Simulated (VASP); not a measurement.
# Mg9Zn7O16 (P1) in VASP: relaxation of volume and atoms at fixed shape with PBEsol

Aim: the relaxation of volume and atoms at fixed shape of Mg9Zn7O16 with PBEsol.

All numbers are computed with VASP 6.6.1; they aren't measurements. Logs are shortened: lines on timing, memory, paths and dates and some standing lists are left out, and cuts for length are marked.

## 1. The cell of the first run

The typed cell holds 64 atoms: a = 8.473 Å, b = 8.473 Å, c = 8.473 Å, α = 90.00°, β = 90.00°, γ = 90.00°.

## 2. Relaxation of volume and atoms at fixed shape, PBEsol

The input, INCAR:

```
PREC = Accurate
ENCUT = 600
EDIFF = 1E-6
ISMEAR = -1
SIGMA = 0.05
LREAL = Auto
LASPH = True
NELM = 60
ALGO = Normal
ISIF = 8
LWAVE = False
LCHARG = False
GGA = PS
IBRION = 2
NSW = 100
EDIFFG = -0.03
ISYM = 0
```

The input, KPOINTS:

```
Automatic mesh
0
Gamma
  1 1 1
  0.25 0.25 0.25
```

The input, POSCAR:

```
Mg9Zn7O16
1.0
    8.4734380000      0.0000000000      0.0000000000
    0.0000000000      8.4734380000      0.0000000000
    0.0000000000      0.0000000000      8.4734380000
O Mg Zn
32 18 14
Direct
    0.2509210000      0.0023050000      0.0008200000
    0.2536710000      0.9995410000      0.4966500000
    0.2489060000      0.4972590000      0.0061030000
    0.2519930000      0.4991950000      0.4998950000
    0.7542740000      0.9968090000      0.0013410000
    0.7505240000      0.9994230000      0.5016420000
    0.7512860000      0.4984290000      0.0014810000
    0.7536530000      0.5019810000      0.5040920000
    0.9962760000      0.2510950000      0.0003900000
    0.9980870000      0.2521770000      0.4986960000
    0.0032220000      0.7481830000      0.9951470000
    0.0027590000      0.7508880000      0.5007090000
    0.5015990000      0.2504260000      0.0032360000
    0.5000660000      0.2506830000      0.4969580000
    0.4970450000      0.7484630000      0.9989730000
    0.5050340000      0.7489450000      0.5016750000
    0.0002590000      0.0009700000      0.2510280000
    0.9978270000      0.9966980000      0.7515600000
    0.0016050000      0.5039710000      0.2521790000
    0.9976430000      0.4987490000      0.7504230000
    0.4971570000      0.0013200000      0.2487050000
    0.5033700000      0.9935640000      0.7490430000
    0.4977060000      0.4991580000      0.2474700000
    0.5008200000      0.5003460000      0.7497710000
    0.2497880000      0.2498090000      0.2475420000
    0.2532820000      0.2490610000      0.7464230000
    0.2500170000      0.7523180000      0.2514520000
    0.2483120000      0.7502490000      0.7508240000
    0.7459910000      0.2496530000      0.2530420000
    0.7482370000      0.2548290000      0.7486820000
    0.7491160000      0.7480460000      0.2508640000
    0.7476870000      0.7526130000      0.7496760000
    0.9971540000      0.9991290000      0.9943390000
    0.0014210000      0.5045770000      0.0013320000
    0.9985480000      0.5023310000      0.5026630000
    0.5006750000      0.0008820000      0.0022010000
    0.4981170000      0.0039360000      0.5017730000
    0.2490090000      0.2479140000      0.0003120000
    0.2479420000      0.2525800000      0.5043170000
    0.2535980000      0.7512050000      0.9987700000
    0.7468450000      0.7500520000      0.5001520000
    0.2496050000      0.0021060000      0.2489780000
    0.2498720000      0.5020370000      0.7499130000
    0.7547680000      0.5022200000      0.2503860000
    0.0000450000      0.2452380000      0.2522990000
    0.0000500000      0.7481480000      0.2523170000
    0.0036770000      0.7456160000      0.7464410000
    0.4972810000      0.2513770000      0.7489160000
    0.4978320000      0.7524470000      0.2469620000
    0.4995730000      0.7492250000      0.7512030000
    0.0040140000      0.0027850000      0.4972120000
    0.4977760000      0.4956380000      0.9989660000
    0.5010130000      0.5033820000      0.5051520000
    0.2491260000      0.7475620000      0.4977150000
    0.7482650000      0.2454340000      0.0010610000
    0.7504140000      0.2509040000      0.4996570000
    0.7496690000      0.7487680000      0.0020230000
    0.2511240000      0.0010840000      0.7493670000
    0.2498380000      0.4979500000      0.2483440000
    0.7554260000      0.9961770000      0.2508490000
    0.7486270000      0.9985020000      0.7501310000
    0.7537600000      0.4997530000      0.7515190000
    0.0001750000      0.2457120000      0.7492180000
    0.4965230000      0.2521430000      0.2515610000
```

Potentials or basis: VASP PAW PBE potentials, release 64 (O, Mg, Zn).

On the command line:

```console
$ cat potpaw_PBE.64/O/POTCAR potpaw_PBE.64/Mg/POTCAR potpaw_PBE.64/Zn/POTCAR > POTCAR
$ mpirun -np 1 vasp_std > vasp.out
```

OUTCAR:

```text
PREC = Accurate
   ENCUT = 600
   EDIFF = 1E-6
   ISMEAR = -1
   LREAL = Auto
   LASPH = True
   NELM = 60
   ISIF = 8
   GGA = PS
   IBRION = 2
   NSW = 100
   EDIFFG = -0.03
   ISYM = 0

 ion  position               nearest neighbor table
   1  0.251  0.002  0.001-  38 2.08  42 2.10  36 2.12  40 2.13  58 2.13  33 2.15
   2  0.254  1.000  0.497-  37 2.07  42 2.10  51 2.12  54 2.14  58 2.14  39 2.15
   3  0.249  0.497  0.006-  59 2.05  34 2.10  52 2.11  38 2.11  40 2.15  43 2.17
   4  0.252  0.499  0.500-  39 2.09  54 2.10  53 2.11  43 2.12  59 2.13  35 2.15
   5  0.754  0.997  0.001-  33 2.06  57 2.10  55 2.11  60 2.11  61 2.13  36 2.15
   6  0.751  0.999  0.502-  61 2.11  41 2.11  60 2.13  56 2.13  37 2.14  51 2.15
[... 76 lines left out ...]
  58  0.251  0.001  0.749-  26 2.10  28 2.13   1 2.13  22 2.14   2 2.14  18 2.15  37 2.96  63 2.97
                            48 2.97  39 2.98  38 2.98  33 2.99  40 2.99  51 2.99  50 3.00  36 3.01
  59  0.250  0.498  0.248-   3 2.05  23 2.10  25 2.10  19 2.10   4 2.13  27 2.16  64 2.95  34 2.97
                            52 2.98  38 2.98  54 2.99  46 3.00  39 3.00  49 3.01  45 3.01  40 3.01
  60  0.755  0.996  0.251-  17 2.07  31 2.10   5 2.11   6 2.13  29 2.15  21 2.19  46 2.95  45 2.96
                            51 2.97  41 2.97  57 2.97  33 2.99  55 2.99  49 3.01  36 3.02  56 3.02
  61  0.749  0.999  0.750-  22 2.08  32 2.08   6 2.11  18 2.11   5 2.13  30 2.17  33 2.95  55 2.98
                            50 2.99  41 2.99  63 2.99  37 2.99  36 3.00  57 3.01  56 3.01  48 3.02
  62  0.754  0.500  0.752-  20 2.07  30 2.08   8 2.10   7 2.12  32 2.14  24 2.14  35 2.96  47 2.97
                            34 2.98  53 2.99  57 2.99  63 3.00  56 3.00  41 3.01  52 3.02  50 3.02
  63  0.000  0.246  0.749-  18 2.11  10 2.12   9 2.13  30 2.14  20 2.14  26 2.15  33 2.95  39 2.95
                            51 2.97  58 2.97  61 2.99  56 2.99  38 3.00  62 3.00  35 3.02  55 3.02
  64  0.497  0.252  0.252-  14 2.08  25 2.09  23 2.09  13 2.10  29 2.11  21 2.13  59 2.95  52 2.97
                            42 2.98  37 2.99  38 2.99  36 3.00  39 3.00  56 3.01  55 3.01  53 3.03

IMPORTANT INFORMATION: All symmetrisations will be switched off!
NOSYMM: (Re-)initialisation of all symmetry stuff for point group C_1.

----------------------------------------------------------------------------------------

                                     Primitive cell

  volume of cell :     608.3857

  direct lattice vectors                    reciprocal lattice vectors
     8.473438000  0.000000000  0.000000000     0.118015851  0.000000000  0.000000000
     0.000000000  8.473438000  0.000000000     0.000000000  0.118015851  0.000000000
     0.000000000  0.000000000  8.473438000     0.000000000  0.000000000  0.118015851

  length of vectors
     8.473438000  8.473438000  8.473438000     0.118015851  0.118015851  0.118015851

  position of ions in fractional coordinates (direct lattice)
     0.250921000  0.002305000  0.000820000
     0.253671000  0.999541000  0.496650000
     0.248906000  0.497259000  0.006103000
     0.251993000  0.499195000  0.499895000
     0.754274000  0.996809000  0.001341000
     0.750524000  0.999423000  0.501642000
[... 56 lines left out ...]
     0.000175000  0.245712000  0.749218000
     0.496523000  0.252143000  0.251561000

  ion indices of the primitive-cell ions
   primitive index   ion index
                 1           1
                 2           2
                 3           3
                 4           4
                 5           5
                 6           6
[... 56 lines left out ...]
                63          63
                64          64

----------------------------------------------------------------------------------------

 KPOINTS: Automatic mesh

Automatic generation of k-mesh.
 Grid dimensions read from file:
 generate k-points for:    1    1    1

 Generating k-lattice:

  Cartesian coordinates                     Fractional coordinates (reciprocal lattice)
     0.118015851  0.000000000  0.000000000     1.000000000  0.000000000  0.000000000
     0.000000000  0.118015851  0.000000000     0.000000000  1.000000000  0.000000000
     0.000000000  0.000000000  0.118015851     0.000000000  0.000000000  1.000000000

  Length of vectors
     0.118015851  0.118015851  0.118015851

  Shift w.r.t. Gamma in fractional coordinates (k-lattice)
     0.250000000  0.250000000  0.250000000

 Subroutine IBZKPT returns following result:
 ===========================================

 Found      4 irreducible k-points:

 Following reciprocal coordinates:
            Coordinates               Weight
  0.250000  0.250000  0.250000      2.000000
 -0.250000  0.250000  0.250000      2.000000
 -0.250000 -0.250000  0.250000      2.000000
  0.250000 -0.250000  0.250000      2.000000
   k-points           NKPTS =      4   k-points in BZ     NKDIM =      4   number of bands    NBANDS=    237
   number of dos      NEDOS =    301   number of ions     NIONS =     64
   total plane-waves  NPLWV = 343000
   dimension x,y,z NGX =    70 NGY =   70 NGZ =   70
   dimension x,y,z NGXF=   140 NGYF=  140 NGZF=  140
   ions per type =              32  18  14
   NGX,Y,Z   is equivalent  to a cutoff of  13.73, 13.73, 13.73 a.u.
   NGXF,Y,Z  is equivalent  to a cutoff of  27.47, 27.47, 27.47 a.u.
 SYSTEM =  unknown system
   PREC   = accura    normal or accurate (medium, high low for compatibility)
   ISTART =      0    job   : 0-new  1-cont  2-samecut
   ICHARG =      2    charge: 1-file 2-atom 10-const
   ISPIN  =      1    spin polarized calculation?
   LNONCOLLINEAR =      F non collinear calculations
   LSORBIT =      F    spin-orbit coupling
   LASPH  =      T    aspherical Exc in radial PAW
   ENCUT  =  600.0 eV  44.10 Ry    6.64 a.u.  16.92 16.92 16.92*2*pi/ulx,y,z
   NELM   =     60;   NELMIN=  2; NELMDL= -5     # of ELM steps
   EDIFF  = 0.1E-05   stopping-criterion for ELM
   LREAL  =      T    real-space projection
   EDIFFG = -.3E-01   stopping-criterion for IOM
   NSW    =    100    number of steps for IOM
   IBRION =      2    ionic relax: 0-MD 1-quasi-New 2-CG
   NFREE  =      1    steps in history (QN), initial steepest desc. (CG)
   ISIF   =      8    stress and relaxation
   ISYM   =      0    0-nonsym 1-usesym 2-fastsym
   POTIM  = 0.5000    time-step for ionic-motion
   TEBEG  =    0.0;   TEEND  =   0.0 temperature during run
   PSTRESS=    0.0 pullay stress
   NELECT =     396.0000    total number of electrons
   NUPDOWN=      -1.0000    fix difference up-down
   EMIN   =  10.00;   EMAX   =-10.00  energy-range for DOS
   EFERMI =   0.00;   METHOD = LEGACY
   ISMEAR =    -1;   SIGMA  =   0.05  broadening in eV -4-tet -1-fermi 0-gaus
   EFERMI_NEDOS =   21; number of points for ismear=-14 and -15
   IALGO  =     38    algorithm
   IMIX   =      4    mixing-type and parameters
     AMIX     =   0.40;   BMIX     =  1.00
     AMIX_MAG =   1.60;   BMIX_MAG =  1.00
  volume/ion in A,a.u.               =       9.51        64.15
  Fermi-wavevector in a.u.,A,eV,Ry     =   1.418775  2.681096 27.387479  2.012923
  Thomas-Fermi vector in A             =   2.539865
   LORBIT       =      0    0 simple, 1 ext, 2 COOP (PROOUT), +10 PAW based schemes
   GGA     = PS    functional components
   LHFCALC =     F    Hartree Fock is set to
   AEXX    =    0.0000 exact exchange contribution
   IVDW    =     0    specifies the selected vdW correction
   LEPSILON=     F    determine dielectric tensor
   LRPA    =     F    only Hartree local field effects (RPA)
 conjugate gradient relaxation of ions
 non-spin polarized calculation
  energy-cutoff  :      600.00
  volume of cell :      608.39
 maximum number of plane-waves:     20300
 NGX is ok and might be reduce to    70
   NGX = 33   NGY = 33   NGZ = 33

--------------------------------------- Ionic step        1  -------------------------------------------

 number of electron     395.9999973 magnetization

 Free energy of the ion-electron system (eV)
  ---------------------------------------------------
  ext. energy  EPLUGINS =         0.00000000
  ---------------------------------------------------
  free energy    TOTEN  =      -357.76382422 eV

  energy without entropy =     -357.76382422  energy(sigma->0) =     -357.76382422

------------------------ aborting loop because EDIFF is reached ----------------------------------------

  FORCE on cell =-STRESS in cart. coord.  units (eV):
  Direction    XX          YY          ZZ          XY          YZ          ZX
  --------------------------------------------------------------------------------------
  -------------------------------------------------------------------------------------
  Total        2.6957583      2.4640557      2.5187448     -1.3025676      0.6811568      0.0469712
  in kB        7.0992517      6.4890653      6.6330883     -3.4302982      1.7938194      0.1236981
  external PRESSURE =       6.7404684 kB  Pullay stress =       0.0000000 kB
[... 275 lines left out ...]
  FREE ENERGIE OF THE ION-ELECTRON SYSTEM (eV)
  ---------------------------------------------------
  free  energy   TOTEN  =      -358.3362241168 eV

  energy  without entropy=     -358.3362241168  energy(sigma->0) =     -358.33622412

[... ionic steps 4 to 7 ...]

--------------------------------------- Ionic step        8  -------------------------------------------

 number of electron     395.9999863 magnetization

------------------------ aborting loop because EDIFF is reached ----------------------------------------
[... 191 lines left out ...]
--------------------------------------- Ionic step       10  -------------------------------------------

 number of electron     395.9999858 magnetization

 Free energy of the ion-electron system (eV)
  ---------------------------------------------------
  ext. energy  EPLUGINS =         0.00000000
  ---------------------------------------------------
  free energy    TOTEN  =      -358.42739041 eV

  energy without entropy =     -358.42739041  energy(sigma->0) =     -358.42739041

 E-fermi :   4.2780     XC(G=0): -11.8805

 val. band max:        3.0399307247   @ k =   0.2500  -0.2500   0.2500
 cond. band min:       6.5986913394   @ k =  -0.2500   0.2500   0.2500
 fundamental gap:      3.5587606148
 Fermi energy:         4.2780499280

 k-point     1 :       0.2500    0.2500    0.2500
  band No.  band energies     occupation
      1     -14.8059      2.00000
      2     -14.4196      2.00000
      3     -14.3963      2.00000
      4     -14.3737      2.00000
      5     -14.0822      2.00000
      6     -14.0604      2.00000
[... 841 lines left out ...]
    209       9.6756      0.00000
    210       9.7786      0.00000
 [bands above 210 left out]

------------------------ aborting loop because EDIFF is reached ----------------------------------------

  FORCE on cell =-STRESS in cart. coord.  units (eV):
  Direction    XX          YY          ZZ          XY          YZ          ZX
  --------------------------------------------------------------------------------------
  -------------------------------------------------------------------------------------
  Total        0.1067794      0.3145889      0.1516123     -0.9401012      0.5671329      0.1676375
  in kB        0.2812669      0.8286561      0.3993606     -2.4763132      1.4938804      0.4415726
  external PRESSURE =       0.5030945 kB  Pullay stress =       0.0000000 kB
[... 79 lines left out ...]
  FREE ENERGIE OF THE ION-ELECTRON SYSTEM (eV)
  ---------------------------------------------------
  free  energy   TOTEN  =      -358.4273904084 eV

  energy  without entropy=     -358.4273904083  energy(sigma->0) =     -358.42739041

 reached required accuracy - stopping structural energy minimisation
```

Run time: 80 min. Hardware: 1 thread of Intel Xeon 6975P-C (Granite Rapids), shared host; peak memory 1.1 GiB.

What came out:

```
Free energy                           : -358.4274 eV
Relaxed volume                        : 9.50 Å³/atom
Relaxed cell                          : a = 8.473 Å, b = 8.473 Å, c = 8.473 Å, α = 90.00°, β = 90.00°, γ = 90.00°
Space group after relaxing (to 0.1 Å) : P1 (No. 1)
Energy gained by relaxing             : 10.4 meV/atom
Ionic steps                           : 10
Pressure after relaxing               : 0.1 GPa
Largest force after relaxing          : 0.022 eV/Å
Band gap on the k mesh                : 3.56 eV
```

Forces on the atoms (eV/Å):
```
O   -0.005  0.006  0.011
O    0.005 -0.007  0.005
O   -0.004  0.007 -0.005
O   -0.003 -0.005 -0.002
O    0.004  0.011  0.002
O    0.001 -0.004  0.009
O   -0.005  0.004 -0.011
O   -0.004  0.000 -0.007
O    0.000  0.016  0.008
O    0.006  0.002 -0.002
O    0.006  0.004 -0.005
O   -0.012  0.000  0.015
O    0.012  0.002 -0.011
O    0.010 -0.006 -0.003
O   -0.001 -0.012  0.003
O   -0.006 -0.012 -0.003
O    0.005 -0.004 -0.005
O    0.003  0.000 -0.003
O    0.000 -0.005  0.002
O    0.004  0.002 -0.005
O   -0.004 -0.011  0.010
O    0.007  0.005  0.005
O   -0.004  0.001 -0.001
O   -0.002  0.005 -0.007
O   -0.005 -0.015  0.014
O    0.017  0.002  0.002
O   -0.003  0.001  0.001
O    0.001  0.002  0.005
O    0.001 -0.006 -0.006
O    0.003 -0.004 -0.004
O   -0.012 -0.006 -0.002
O    0.010  0.011  0.000
Mg   0.008  0.000  0.003
Mg   0.000  0.007 -0.003
Mg  -0.005 -0.005 -0.003
Mg   0.006  0.000  0.003
Mg  -0.003 -0.010  0.006
Mg   0.003  0.011 -0.003
Mg  -0.003 -0.001  0.006
Mg  -0.003  0.016  0.005
Mg  -0.007 -0.006 -0.013
Mg  -0.006 -0.011  0.006
Mg   0.000  0.000  0.005
Mg   0.006 -0.007 -0.003
Mg   0.002  0.002  0.001
Mg  -0.009  0.004  0.007
Mg  -0.003 -0.004 -0.007
Mg   0.002  0.006  0.000
Mg  -0.001  0.008  0.007
Mg  -0.002  0.002  0.003
Zn  -0.002  0.000  0.006
Zn   0.001  0.003 -0.022
Zn  -0.007 -0.009 -0.008
Zn  -0.005 -0.003  0.004
Zn   0.003  0.006 -0.009
Zn   0.002 -0.002 -0.007
Zn  -0.006  0.006  0.000
Zn  -0.001  0.006  0.011
Zn  -0.008 -0.009  0.003
Zn  -0.001 -0.011  0.000
Zn   0.000  0.010  0.001
Zn  -0.004  0.014 -0.012
Zn   0.016  0.000  0.000
Zn   0.001 -0.003  0.005
```

The path:
```tsv
step	energy change (eV)	largest force (eV/Å)	pressure (GPa)	volume (Å³)
1	0.0000	1.1738	0.67	608.39
2	-0.5594	0.3119	-0.81	611.91
3	-0.5724	0.3262	-1.06	612.55
4	-0.6355	0.1734	0.38	607.17
5	-0.6369	0.1480	0.65	606.18
6	-0.6546	0.0759	0.02	608.39
7	-0.6551	0.0784	-0.09	608.81
8	-0.6601	0.0485	-0.07	608.70
9	-0.6619	0.0444	-0.04	608.59
10	-0.6636	0.0224	0.05	608.25
```

Levels at points of the mesh, in eV from the valence-band top:
```csv
k point,band 194,band 195,band 196,band 197,band 198,band 199,band 200,band 201,band 202,band 203
"(0.25, 0.25, 0.25)",-0.30,-0.24,-0.15,-0.06,-0.01,3.57,5.00,5.13,5.24,5.90
```

Caveat: the PAW data sets were made with another functional, which shifts forces and pressure a little; a shifted mesh leaves out Γ, where band edges can lie. A k mesh can miss the band edges.
